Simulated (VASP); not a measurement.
# Au (Fd-3m) in VASP: further runs

Runs on Au. Level: PBE. Tasks: relaxation of cell and atoms, single point.

All numbers are computed with VASP 6.6.1; they aren't measurements. Logs are shortened: lines on timing, memory, paths and dates and some standing lists are left out, and cuts for length are marked.

**1. The cell of the first run**

It takes space group Fd-3m (No. 227, cubic). The conventional cell has a = 6.604 Å, b = 6.604 Å, c = 6.604 Å, α = 90.00°, β = 90.00°, γ = 90.00°. Within 3.1 Å of Au (site symmetry -3m) lie 6 Au at 2.33 Å.

The cell was generated, and may not be a known phase.

**2. Relaxation of cell and atoms, PBE**

INCAR reads:

```
SYSTEM = Au
PREC = Accurate
ENCUT = 600
EDIFF = 1E-7
ISMEAR = 0
SIGMA = 0.1
LREAL = .False.
LASPH = .True.
NELM = 100
ALGO = Fast
ISIF = 3
LWAVE = .False.
LCHARG = .False.
GGA = PE
IBRION = 2
NSW = 90
EDIFFG = -0.04
```

KPOINTS reads:

```
Automatic mesh
0
Gamma
  4 4 4
  0 0 0
```

POSCAR reads:

```
Au
1.0
    0.0000000000      3.3021459200      3.3021459200
    3.3021459200      0.0000000000      3.3021459200
    3.3021459200      3.3021459200      0.0000000000
Au
4
Direct
    0.1250000000      0.1250000000      0.1250000000
    0.1250000000      0.1250000000      0.6250000000
    0.1250000000      0.6250000000      0.1250000000
    0.6250000000      0.1250000000      0.1250000000
```

Potentials or basis: VASP PAW PBE potentials, release 64 (Au).

On the command line:

```bash
$ cat potpaw_PBE.64/Au/POTCAR > POTCAR
$ mpirun -np 1 vasp_std > vasp.out
```

OUTCAR:

```text
SYSTEM = Au
   PREC = Accurate
   ENCUT = 600
   EDIFF = 1E-7
   ISMEAR = 0
   LREAL = .False.
   LASPH = .True.
   NELM = 100
   ISIF = 3
   GGA = PE
   IBRION = 2
   NSW = 90
   EDIFFG = -0.04

 ion  position               nearest neighbor table
   1  0.125  0.125  0.125-   2 2.33   3 2.33   4 2.33   2 2.33   3 2.33   4 2.33
   2  0.125  0.125  0.625-   1 2.33   1 2.33   3 2.33   4 2.33   3 2.33   4 2.33
   3  0.125  0.625  0.125-   1 2.33   2 2.33   1 2.33   2 2.33   4 2.33   4 2.33
   4  0.625  0.125  0.125-   1 2.33   2 2.33   3 2.33   1 2.33   2 2.33   3 2.33

  LATTYP: Found a face centered cubic cell.
 ALAT       =     6.6042918400

  Lattice vectors:

 A1 = (   0.0000000000,   3.3021459200,   3.3021459200)
 A2 = (   3.3021459200,   0.0000000000,   3.3021459200)
 A3 = (   3.3021459200,   3.3021459200,   0.0000000000)

Analysis of symmetry for initial positions (statically):
=====================================================================
 Subroutine PRICEL returns:
 Original cell was already a primitive cell.

 Routine SETGRP: Setting up the symmetry group for a
 face centered cubic supercell.

 Subroutine GETGRP returns: Found 48 space group operations
 (whereof 24 operations were pure point group operations)
 out of a pool of 48 trial point group operations.

The static configuration has the point symmetry T_d .
 The point group associated with its full space group is O_h .

Analysis of symmetry for dynamics (positions and initial velocities):
=====================================================================
 Subroutine PRICEL returns:
 Original cell was already a primitive cell.

 Routine SETGRP: Setting up the symmetry group for a
 face centered cubic supercell.

 Subroutine GETGRP returns: Found 48 space group operations
 (whereof 24 operations were pure point group operations)
 out of a pool of 48 trial point group operations.

The dynamic configuration has the point symmetry T_d .
 The point group associated with its full space group is O_h .

 Subroutine INISYM returns: Found 48 space group operations
 (whereof 24 operations are pure point group operations),
 and found     1 'primitive' translations

----------------------------------------------------------------------------------------

                                     Primitive cell

  volume of cell :      72.0143

  direct lattice vectors                    reciprocal lattice vectors
     0.000000000  3.302145920  3.302145920    -0.151416688  0.151416688  0.151416688
     3.302145920  0.000000000  3.302145920     0.151416688 -0.151416688  0.151416688
[... 55 lines left out ...]
   number of dos      NEDOS =    301   number of ions     NIONS =      4
   total plane-waves  NPLWV =  64000
   dimension x,y,z NGX =    40 NGY =   40 NGZ =   40
   dimension x,y,z NGXF=    80 NGYF=   80 NGZF=   80
   ions per type =               4
   NGX,Y,Z   is equivalent  to a cutoff of  14.24, 14.24, 14.24 a.u.
   NGXF,Y,Z  is equivalent  to a cutoff of  28.48, 28.48, 28.48 a.u.
 SYSTEM =  Au
   PREC   = accura    normal or accurate (medium, high low for compatibility)
   ISTART =      0    job   : 0-new  1-cont  2-samecut
   ICHARG =      2    charge: 1-file 2-atom 10-const
   ISPIN  =      1    spin polarized calculation?
   LNONCOLLINEAR =      F non collinear calculations
   LSORBIT =      F    spin-orbit coupling
   LASPH  =      T    aspherical Exc in radial PAW
   ENCUT  =  600.0 eV  44.10 Ry    6.64 a.u.   9.33  9.33  9.33*2*pi/ulx,y,z
   NELM   =    100;   NELMIN=  2; NELMDL= -5     # of ELM steps
   EDIFF  = 0.1E-06   stopping-criterion for ELM
   LREAL  =      F    real-space projection
   EDIFFG = -.4E-01   stopping-criterion for IOM
   NSW    =     90    number of steps for IOM
   IBRION =      2    ionic relax: 0-MD 1-quasi-New 2-CG
   NFREE  =      1    steps in history (QN), initial steepest desc. (CG)
   ISIF   =      3    stress and relaxation
   ISYM   =      2    0-nonsym 1-usesym 2-fastsym
   POTIM  = 0.5000    time-step for ionic-motion
   TEBEG  =    0.0;   TEEND  =   0.0 temperature during run
   PSTRESS=    0.0 pullay stress
   NELECT =      44.0000    total number of electrons
   NUPDOWN=      -1.0000    fix difference up-down
   EMIN   =  10.00;   EMAX   =-10.00  energy-range for DOS
   EFERMI =   0.00;   METHOD = LEGACY
   ISMEAR =     0;   SIGMA  =   0.10  broadening in eV -4-tet -1-fermi 0-gaus
   EFERMI_NEDOS =   21; number of points for ismear=-14 and -15
   IALGO  =     68    algorithm
   IMIX   =      4    mixing-type and parameters
     AMIX     =   0.40;   BMIX     =  1.00
     AMIX_MAG =   1.60;   BMIX_MAG =  1.00
  volume/ion in A,a.u.               =      18.00       121.49
  Fermi-wavevector in a.u.,A,eV,Ry     =   1.389162  2.625135 26.256117  1.929770
  Thomas-Fermi vector in A             =   2.513219
   LORBIT       =      0    0 simple, 1 ext, 2 COOP (PROOUT), +10 PAW based schemes
   GGA     = PE    functional components
   LHFCALC =     F    Hartree Fock is set to
   AEXX    =    0.0000 exact exchange contribution
   IVDW    =     0    specifies the selected vdW correction
   LEPSILON=     F    determine dielectric tensor
   LRPA    =     F    only Hartree local field effects (RPA)
 conjugate gradient relaxation of ions
 non-spin polarized calculation
 RMM-DIIS sequential band-by-band and
 Gauss-broadening in eV      SIGMA  =   0.10
  energy-cutoff  :      600.00
  volume of cell :       72.01
 maximum number of plane-waves:      2421
 NGX is ok and might be reduce to    40
   NGX = 19   NGY = 19   NGZ = 19

--------------------------------------- Ionic step        1  -------------------------------------------

 number of electron      44.0000005 magnetization

 Free energy of the ion-electron system (eV)
  ---------------------------------------------------
  ext. energy  EPLUGINS =         0.00000000
  ---------------------------------------------------
  free energy    TOTEN  =        -1.51882735 eV

  energy without entropy =       -1.50513237  energy(sigma->0) =       -1.51197986

 E-fermi :   9.3719     XC(G=0): -11.6881

 val. band max:        9.0226199009   @ k =  -0.2500   0.2500   0.0000
 cond. band min:       9.4417548888   @ k =   0.5000   0.2500   0.0000
 fundamental gap:      0.4191349879
 Fermi energy:         9.3719309089
[... 818 lines left out ...]
     25      12.0365      0.00000
     26      12.0365      0.00000

[... ionic steps 4 to 21 ...]

--------------------------------------- Ionic step       22  -------------------------------------------

 number of electron      43.9999995 magnetization

------------------------ aborting loop because EDIFF is reached ----------------------------------------
[... 71 lines left out ...]
--------------------------------------- Ionic step       24  -------------------------------------------

 number of electron      43.9999997 magnetization

 Free energy of the ion-electron system (eV)
  ---------------------------------------------------
  ext. energy  EPLUGINS =         0.00000000
  ---------------------------------------------------
  free energy    TOTEN  =       -11.78393197 eV

  energy without entropy =      -11.77986520  energy(sigma->0) =      -11.78189859

 E-fermi :   3.1778     XC(G=0):  -8.9943

 val. band max:        2.3814826515   @ k =   0.0000   0.0000   0.0000
 cond. band min:       3.2756147464   @ k =  -0.2500   0.2500   0.0000
 fundamental gap:      0.8941320949
 Fermi energy:         3.1778143022
[... 261 lines left out ...]
  FREE ENERGIE OF THE ION-ELECTRON SYSTEM (eV)
  ---------------------------------------------------
  free  energy   TOTEN  =       -11.7839319735 eV

  energy  without entropy=      -11.7798652011  energy(sigma->0) =      -11.78189859

 reached required accuracy - stopping structural energy minimisation
```

OSZICAR:

```text
N       E                     dE             d eps       ncg     rms          rms(c)
DAV:   1     0.334913270023E+03    0.33491E+03   -0.25540E+04   416   0.184E+03
DAV:   2     0.631432863019E+01   -0.32860E+03   -0.32136E+03   470   0.381E+02
DAV:   3    -0.282683253509E+01   -0.91412E+01   -0.90723E+01   438   0.630E+01
[... 342 lines left out ...]
RMM:   7    -0.117839317574E+02   -0.12282E-05   -0.89968E-06   424   0.136E-02    0.483E-03
RMM:   8    -0.117839319061E+02   -0.14869E-06   -0.15907E-06   349   0.518E-03    0.556E-03
RMM:   9    -0.117839317906E+02    0.11553E-06   -0.31132E-07   266   0.314E-03    0.464E-03
RMM:  10    -0.117839319425E+02   -0.15195E-06   -0.81086E-08   224   0.169E-03    0.266E-03
RMM:  11    -0.117839319735E+02   -0.30982E-07   -0.14173E-08   128   0.669E-04
  24 F= -.11783932E+02 E0= -.11781899E+02  d E =-.187557E-02
```

Run time: 15 min. Hardware: 1 thread of Intel Xeon 8259CL, shared host; peak memory 0.26 GiB.

What came out:

* Free energy: -11.7839 eV
* Relaxed volume: 29.39 Å³/atom
* Relaxed cell: a = 5.498 Å, b = 5.498 Å, c = 5.498 Å, α = 60.00°, β = 60.00°, γ = 60.00°
* Space group after relaxing (to 0.1 Å): Fd-3m (No. 227)
* Pressure after relaxing: -0.1 GPa
* Band gap on the k mesh: zero (bands 22 and 23 overlap by 0.61 eV)

Final structure:
```
CELL_PARAMETERS angstrom
0.00000 3.88796 3.88796
3.88796 0.00000 3.88796
3.88796 3.88796 0.00000
ATOMIC_POSITIONS crystal
Au 0.12500 0.12500 0.12500
Au 0.12500 0.12500 0.62500
Au 0.12500 0.62500 0.12500
Au 0.62500 0.12500 0.12500
```

Caveat: the k points lie up to 0.35 Å⁻¹ apart in the final cell, too coarse for converged energies and pressures of a metal; the volume moved by over 15 % at a fixed basis, so the end points are rough; spin-orbit coupling is left out, which moves the levels of the heavy elements.

**3. Single point, PBE**

This run uses another cell than the first one, of 29.31 Å³/atom.

INCAR reads:

```
PREC = Accurate
ENCUT = 520
EDIFF = 1E-6
ISMEAR = 0
SIGMA = 0.1
LREAL = F
LASPH = T
NELM = 80
ALGO = Fast
ISIF = 2
LWAVE = F
LCHARG = F
GGA = PE
NBANDS = 30
```

KPOINTS reads:

```
regular mesh
0
Gamma
  10 10 10
```

POSCAR reads:

```
Au
1.0
    0.0000000000      3.8845265029      3.8845265029
    3.8845265029      0.0000000000      3.8845265029
    3.8845265029      3.8845265029      0.0000000000
Au
4
Direct
    0.6250000000      0.6250000000      0.6250000000
    0.6250000000      0.6250000000      0.1250000000
    0.6250000000      0.1250000000      0.6250000000
    0.1250000000      0.6250000000      0.6250000000
```

Potentials or basis: VASP PAW PBE potentials, release 64 (Au).

On the command line:

```bash
$ cat potpaw_PBE.64/Au/POTCAR > POTCAR
$ mpirun -np 1 vasp_std > vasp.out
```

Run time: 4 min. Hardware: 1 thread of Intel Xeon 8259CL, shared host; peak memory 0.32 GiB.

It converged, with:

| Item | Value |
| --- | --- |
| Free energy | -11.8294 eV |
| Pressure | -0.1 GPa |
| Band gap on the k mesh | zero (bands 22 and 23 overlap by 0.95 eV) |

Levels at points of the mesh, in eV from the Fermi level:
```csv
k point,band 18,band 19,band 20,band 21,band 22,band 23,band 24,band 25,band 26,band 27
"(0.00, 0.00, 0.00)",-2.07,-0.62,-0.62,-0.62,0.87,2.98,2.98,2.98,5.15,5.15
"(0.50, 0.00, 0.00)",-2.23,-2.23,-2.10,-2.10,-0.62,2.12,3.57,3.57,4.03,4.03
"(0.50, 0.50, 0.00)",-2.69,-2.27,-2.27,-2.13,-2.13,1.97,1.97,3.02,3.02,9.71
```

Caveat: spin-orbit coupling is left out, which moves the levels of the heavy elements.

**4. Relaxation of cell and atoms, PBE**

This run uses another cell than the first one, of 29.34 Å³/atom.

INCAR reads:

```
SYSTEM = Au
  ALGO = Fast
  EDIFF = 1E-6
  EDIFFG = -0.01
  ENCUT = 600
  GGA = PE
  IBRION = 2
  ISIF = 3
  ISMEAR = 0
  LASPH = .True.
  LCHARG = .False.
  LREAL = .False.
  LWAVE = .False.
  NELM = 60
  NSW = 100
  PREC = Accurate
  SIGMA = 0.1
```

KPOINTS reads:

```
k-points
0
Gamma
  10 10 10
  0 0 0
```

POSCAR reads:

```
Au
1.0
    0.0000000000      3.8858696345      3.8858696345
    3.8858696345      0.0000000000      3.8858696345
    3.8858696345      3.8858696345      0.0000000000
Au
4
Direct
    0.6250000000      0.6250000000      0.6250000000
    0.6250000000      0.6250000000      0.1250000000
    0.6250000000      0.1250000000      0.6250000000
    0.1250000000      0.6250000000      0.6250000000
```

On the command line:

```bash
$ cat potpaw_PBE.64/Au/POTCAR > POTCAR
$ mpirun -np 1 vasp_std > vasp.out
```

It took 11 min on 1 thread of Intel Xeon 8259CL, shared host; peak memory 0.41 GiB.

The run converged. Its results:

```
Free energy                           : -11.8298 eV
Relaxed volume                        : 29.28 Å³/atom
Relaxed cell                          : a = 5.492 Å, b = 5.492 Å, c = 5.492 Å, α = 60.00°, β = 60.00°, γ = 60.00°
Space group after relaxing (to 0.1 Å) : Fd-3m (No. 227)
Energy gained by relaxing             : 0.0 meV/atom
Ionic steps                           : 3
Pressure after relaxing               : 0.0 GPa
Band gap on the k mesh                : zero (bands 22 and 23 overlap by 0.95 eV)
```

Step by step:
| step | energy change (eV) | largest force (eV/Å) | pressure (GPa) | volume (Å³) |
| --- | --- | --- | --- | --- |
| 1 | 0.0000 | 0.0000 | -0.12 | 117.35 |
| 2 | -0.0001 | 0.0000 | 0.09 | 116.98 |
| 3 | -0.0001 | 0.0000 | 0.01 | 117.10 |

Final structure:
```yaml
crystal:
  lattice:
    - [0.00000, 3.88312, 3.88312]
    - [3.88312, 0.00000, 3.88312]
    - [3.88312, 3.88312, 0.00000]
  atoms:
    - { symbol: Au, position: [0.62500, 0.62500, 0.62500] }
    - { symbol: Au, position: [0.62500, 0.62500, 0.12500] }
    - { symbol: Au, position: [0.62500, 0.12500, 0.62500] }
    - { symbol: Au, position: [0.12500, 0.62500, 0.62500] }
```

Levels at points of the mesh, in eV from the Fermi level:
| k point | band 18 | band 19 | band 20 | band 21 | band 22 | band 23 | band 24 | band 25 | band 26 |
| --- | --- | --- | --- | --- | --- | --- | --- | --- | --- |
| (0.00, 0.00, 0.00) | -2.07 | -0.62 | -0.62 | -0.62 | 0.87 | 2.98 | 2.98 | 2.98 | 5.16 |
| (0.50, 0.00, 0.00) | -2.23 | -2.23 | -2.10 | -2.10 | -0.62 | 2.12 | 3.58 | 3.58 | 4.03 |
| (0.50, 0.50, 0.00) | -2.70 | -2.27 | -2.27 | -2.13 | -2.13 | 1.97 | 1.97 | 3.02 | 3.02 |

Caveat: spin-orbit coupling is left out, which moves the levels of the heavy elements.

**5. Overview**

| task | cell | k mesh | cutoff (eV) | gap on the mesh (eV) | pressure (GPa) | relaxed volume (Å³/atom) |
| --- | --- | --- | --- | --- | --- | --- |
| relaxation of cell and atoms | relaxed from a = 4.670 Å, angles 60.0°, 4 atoms | 4 × 4 × 4 | 600 | none | -0.1 | 29.39 |
| single point | a = 5.494 Å, angles 60.0°, 4 atoms | 10 × 10 × 10 | 520 | none | -0.1 | - |
| relaxation of cell and atoms | relaxed from a = 5.495 Å, angles 60.0°, 4 atoms | 10 × 10 × 10 | 600 | none | 0.0 | 29.28 |

Alike in all rows: level PBE; potentials or basis VASP PAW PBE potentials, release 64 (Au); no spin polarisation; smearing gaussian 0.1 eV.

Caveats: some runs use coarse meshes; spin-orbit coupling is left out, which moves the levels of the heavy elements; the volume moved by over 15 % at a fixed basis, so the end points are rough (at least some runs).

Absolute energies hang on the potentials; compare differences alone.

The gap in the log of VASP goes by the Fermi energy; the results here count the filled bands.